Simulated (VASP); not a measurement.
# Si7N8O2 in VASP: further runs, part 3 of 3

VASP 6.6.1. Earlier steps stand in the parts before.

## (6) Single point, PBE

File INCAR:

```
PREC = Accurate
ENCUT = 520
EDIFF = 1E-6
ISMEAR = -1
SIGMA = 0.1379
LREAL = Auto
LASPH = T
NELM = 80
ALGO = Normal
ISIF = 2
LWAVE = F
LCHARG = T
GGA = PE
LELF = T
LVHAR = T
NBANDS = 54
ISYM = 0
```

File KPOINTS:

```
Automatic mesh
0
Gamma
  1 1 1
  0.25 0.25 0.25
```

File POSCAR:

```
Si7N8O2
1.0
    5.8386290000      0.0627810000      0.1075870000
    0.0627810000      6.0367170000      0.0979630000
    0.1075870000      0.0979630000      5.8205090000
Si N O
7 8 2
Direct
    0.8504833436      0.5571557201      0.1058909801
    0.3798764818      0.2959607307      0.5579433049
    0.5937969373      0.8980312553      0.7280125042
    0.4217256126      0.9001049046      0.3177532806
    0.0989099155      0.8571457715      0.9892294656
    1.0210347484      0.5299365114      0.4763397435
    0.9114825160      0.1681093441      0.3086030508
    0.8836064972      0.7242719942      0.8508645155
    0.4086617220      0.7442315592      0.5776926305
    1.1077916065      0.6875996696      0.2439198527
    0.6560678490      0.1555271121      0.5437281732
    0.2105832362      0.1009055001      0.4161716743
    0.4315441894      0.3848355972      0.9035312557
    0.3754782967      0.8983593804      0.9820110984
    0.4017744964      0.3960235210      0.1008674044
    0.9996849116      0.0937655675      0.0223817785
    0.7220098515      0.9900228411      0.2474994057
```

Potentials or basis: VASP PAW PBE potentials, release 64 (Si, N, O).

On the command line:

```sh
cat potpaw_PBE.64/Si/POTCAR potpaw_PBE.64/N/POTCAR potpaw_PBE.64/O/POTCAR > POTCAR
mpirun -np 1 vasp_std > vasp.out
```

OUTCAR:

```text
PREC = Accurate
   ENCUT = 520
   EDIFF = 1E-6
   ISMEAR = -1
   LREAL = Auto
   LASPH = T
   NELM = 80
   ISIF = 2
   GGA = PE
   ISYM = 0

 ion  position               nearest neighbor table
   1  0.850  0.557  0.106-   8 1.77  10 1.93   6 2.41   5 2.41   7 2.62
   2  0.380  0.296  0.558-  12 1.79  11 1.81  13 2.13   6 2.55   4 2.81   3 2.85
   3  0.594  0.898  0.728-   9 1.72  11 1.89  14 1.92   8 2.11   4 2.63   2 2.85
   4  0.422  0.900  0.318-   9 1.76  12 1.80  17 1.87  14 1.98  10 2.32   3 2.63   5 2.76   2 2.81

   5  0.099  0.857  0.989-  16 1.55  14 1.64   8 1.74  10 1.78   1 2.41   4 2.76   7 2.86
   6  0.021  0.530  0.476-  10 1.70   1 2.41   7 2.53   2 2.55
   7  0.911  0.168  0.309-  17 1.62  16 1.79  12 1.91  11 1.99   6 2.53   1 2.62   5 2.86
   8  0.884  0.724  0.851-   5 1.74   1 1.77   3 2.11
   9  0.409  0.744  0.578-   3 1.72   4 1.76
  10  0.108  0.688  0.244-   6 1.70   5 1.78   1 1.93   4 2.32
  11  0.656  0.156  0.544-   2 1.81   3 1.89   7 1.99
  12  0.211  0.101  0.416-   2 1.79   4 1.80   7 1.91
  13  0.432  0.385  0.904-  15 1.16   2 2.13
  14  0.375  0.898  0.982-   5 1.64   3 1.92   4 1.98
[... 163 lines left out ...]
  band No.  band energies     occupation
      1     -17.2716      2.00000
      2     -14.7844      2.00000
      3     -13.3220      2.00000
      4     -11.7682      2.00000
      5     -10.8439      2.00000
      6      -9.9515      2.00000
[... 44 lines left out ...]
     51      10.7329      0.00000
     52      11.2025      0.00000
 [bands above 52 left out]

------------------------ aborting loop because EDIFF is reached ----------------------------------------

  FORCE on cell =-STRESS in cart. coord.  units (eV):
  Direction    XX          YY          ZZ          XY          YZ          ZX
  --------------------------------------------------------------------------------------
  -------------------------------------------------------------------------------------
  Total       -7.0528141     12.8727290     -0.5003006      2.3970698      7.0801117     -1.8505157
  in kB      -55.1204520    100.6053234     -3.9100415     18.7340214     55.3337934    -14.4624916
  external PRESSURE =      13.8582767 kB  Pullay stress =       0.0000000 kB

 VOLUME and BASIS-vectors are now :
 -----------------------------------------------------------------------------
  energy-cutoff  :      520.00
  volume of cell :      205.00
      direct lattice vectors                 reciprocal lattice vectors
     5.838629000  0.062781000  0.107587000     0.171349524 -0.001731086 -0.003138110
     0.062781000  6.036717000  0.097963000    -0.001731086  0.165715698 -0.002757107
     0.107587000  0.097963000  5.820509000    -0.003138110 -0.002757107  0.171910689

 POSITION                                       TOTAL-FORCE (eV/Angst)
 -----------------------------------------------------------------------------------
      5.01203      3.42716      0.76242        -0.832743      0.177287     -0.401211
      2.29657      1.86514      3.31738        -0.686797      0.246069     -0.657769
      3.60166      5.52976      4.38926        -0.417646     -0.362082      2.191560
      2.55299      5.49128      1.98303         0.640987      0.427209     -1.953524
      0.73774      5.27746      5.85243         0.142432     -0.541320     -0.712764
      0.20733      3.24706      2.82672         1.692887     -0.949049      2.455599
[... 9 lines left out ...]
      5.84508      0.63099      0.24701        -0.219156      5.016797      0.235561
      4.30433      6.04606      1.61524        -4.113373     -4.292558     -1.554369
 -----------------------------------------------------------------------------------
    total drift:                                0.001880     -0.002734      0.001659

  FREE ENERGIE OF THE ION-ELECTRON SYSTEM (eV)
  ---------------------------------------------------
  free  energy   TOTEN  =      -115.8067340251 eV

  energy  without entropy=     -115.5762080778  energy(sigma->0) =     -115.69147105
```

OSZICAR:

```text
N       E                     dE             d eps       ncg     rms          rms(c)
DAV:   1     0.379894354442E+03    0.37989E+03   -0.38666E+04   108   0.135E+03
DAV:   2    -0.958297348377E+02   -0.47572E+03   -0.44598E+03   130   0.279E+02
DAV:   3    -0.132490576342E+03   -0.36661E+02   -0.36052E+02   128   0.805E+01
DAV:   4    -0.133289925975E+03   -0.79935E+00   -0.79568E+00   136   0.124E+01
DAV:   5    -0.133303703280E+03   -0.13777E-01   -0.13766E-01   128   0.161E+00    0.285E+01
DAV:   6    -0.116149083383E+03    0.17155E+02   -0.69560E+01   128   0.370E+01    0.138E+01
DAV:   7    -0.116114654410E+03    0.34429E-01   -0.65690E+00   120   0.125E+01    0.735E+00
DAV:   8    -0.115857724650E+03    0.25693E+00   -0.10191E+00   144   0.603E+00    0.398E+00
DAV:   9    -0.115807796952E+03    0.49928E-01   -0.29738E-01   136   0.325E+00    0.130E+00
DAV:  10    -0.115804161904E+03    0.36350E-02   -0.68238E-02   136   0.147E+00    0.644E-01
DAV:  11    -0.115805759554E+03   -0.15976E-02   -0.13752E-02   128   0.581E-01    0.407E-01
DAV:  12    -0.115806511472E+03   -0.75192E-03   -0.25928E-03   136   0.277E-01    0.161E-01
DAV:  13    -0.115806720232E+03   -0.20876E-03   -0.75807E-04   128   0.145E-01    0.483E-02
DAV:  14    -0.115806724667E+03   -0.44346E-05   -0.10582E-04   128   0.611E-02    0.247E-02
DAV:  15    -0.115806731736E+03   -0.70696E-05   -0.55210E-05   128   0.343E-02    0.111E-02
DAV:  16    -0.115806732907E+03   -0.11703E-05   -0.71021E-06   136   0.169E-02    0.459E-03
DAV:  17    -0.115806733932E+03   -0.10256E-05   -0.42433E-06   120   0.102E-02    0.297E-03
DAV:  18    -0.115806734025E+03   -0.92719E-07   -0.40253E-07    72   0.412E-03
   1 F= -.11580673E+03 E0= -.11569147E+03  d E =-.230526E+00
```

stdout:

```text
POSCAR found type information on POSCAR SiN O
 POSCAR found :  3 types and      17 ions
 scaLAPACK will be used
 LDA part: xc-table for (Slater+PW92), standard interpolation
 POSCAR, INCAR and KPOINTS ok, starting setup
 FFT: planning ... GRIDC
 FFT: planning ... GRID_SOFT
 FFT: planning ... GRID
 WAVECAR not read
 entering main loop
```

Wall time 42 s (1 thread of Intel Xeon 6975P-C, shared host); peak memory 0.32 GiB.

What came out:

```yaml
Free_energy: -115.8067 eV
Pressure: 1.4 GPa
Largest_force: 6.145 eV/Å
Band_gap_on_the_k_mesh: 0.59 eV
```

Forces in eV/Å, atoms in the order of the input:
```
Si  -0.833  0.177 -0.401
Si  -0.687  0.246 -0.658
Si  -0.418 -0.362  2.192
Si   0.641  0.427 -1.954
Si   0.142 -0.541 -0.713
Si   1.693 -0.949  2.456
Si   1.307  0.249  0.176
N   -1.081  0.126 -1.765
N    2.267 -0.630 -2.151
N   -1.810 -0.629 -0.919
N   -1.528  0.815  4.728
N   -0.621  0.673  0.263
N   -0.756  0.109  3.827
N    5.306 -0.152  0.287
N    0.709 -0.283 -4.048
O   -0.219  5.017  0.236
O   -4.113 -4.293 -1.554
```

Stress tensor (GPa, compression positive):
```
-5.51  1.87 -1.45
 1.87 10.06  5.53
-1.45  5.53 -0.39
```

Levels at points of the mesh, in eV from the valence-band top:
| k point | band 38 | band 39 | band 40 | band 41 | band 42 | band 43 |
| --- | --- | --- | --- | --- | --- | --- |
| (0.25, 0.25, 0.25) | -1.00 | -0.14 | 0.00 | 0.59 | 1.18 | 1.84 |

Caveat: the k points lie up to 1.08 Å⁻¹ apart; the standard files for N, O and F lose accuracy on very short bonds.

## (7) Summary

| smearing | gap on the mesh (eV) | pressure (GPa) | largest force (eV/Å) |
| --- | --- | --- | --- |
| fermi-dirac 0.3447 eV | 0.70 | -2.2 | 6.39 |
| fermi-dirac 0.2482 eV | 0.80 | -14.4 | 6.61 |
| fermi-dirac 0.1379 eV | 0.59 | 1.4 | 6.15 |

Some of these runs hold the atoms at other places in the same cell, which the table doesn't show; runs alike in all that it shows share one row.

Alike in all rows: task single point; level PBE; potentials or basis VASP PAW PBE potentials, release 64 (Si, N, O); no spin polarisation; cell as given; k mesh 1 × 1 × 1, shifted; cutoff (eV) 520.

Caveats: all runs use coarse meshes; the standard files for N, O and F lose accuracy on very short bonds (some runs).

Absolute energies hang on the potentials; compare differences alone.
